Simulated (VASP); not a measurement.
Input of a VASP 6.6.1 run:

The input INCAR:

```
SYSTEM = Mo
ALGO = Fast ; EDIFF = 1E-6
ENCUT = 520 ; GGA = PS
ISIF = 2 ; ISMEAR = 0
LASPH = .TRUE. ; LCHARG = .TRUE.
LELF = .TRUE. ; LREAL = .FALSE.
LVHAR = .TRUE. ; LWAVE = .FALSE.
NBANDS = 13 ; NELM = 60
PREC = Accurate ; SIGMA = 0.15
```

File KPOINTS:

```
k-points
0
G
  16 16 16
  0 0 0
```

File POSCAR:

```
Mo
1.0
   -1.5642448918      1.5644398861      1.5643828267
    1.5644857999     -1.5645352499      1.5646913708
    1.5643739626      1.5646493718     -1.5644729119
Mo
1
Direct
    0.0000000000      0.0000000000      0.0000000000
```

Potentials or basis: VASP PAW PBE potentials, release 64 (Mo_sv).

Run with:

```console
$ cat potpaw_PBE.64/Mo_sv/POTCAR > POTCAR
$ mpirun -np 1 vasp_std > vasp.out
```

**Question.** Estimate the pressure.

**Answer.** 0.6 GPa.

**Question.** What does it give for the band gap on the k mesh?

**Answer.** Zero (bands 7 and 8 overlap by 5.53 eV).

Caveat: the PAW data sets were made with another functional, which shifts forces and pressure a little.
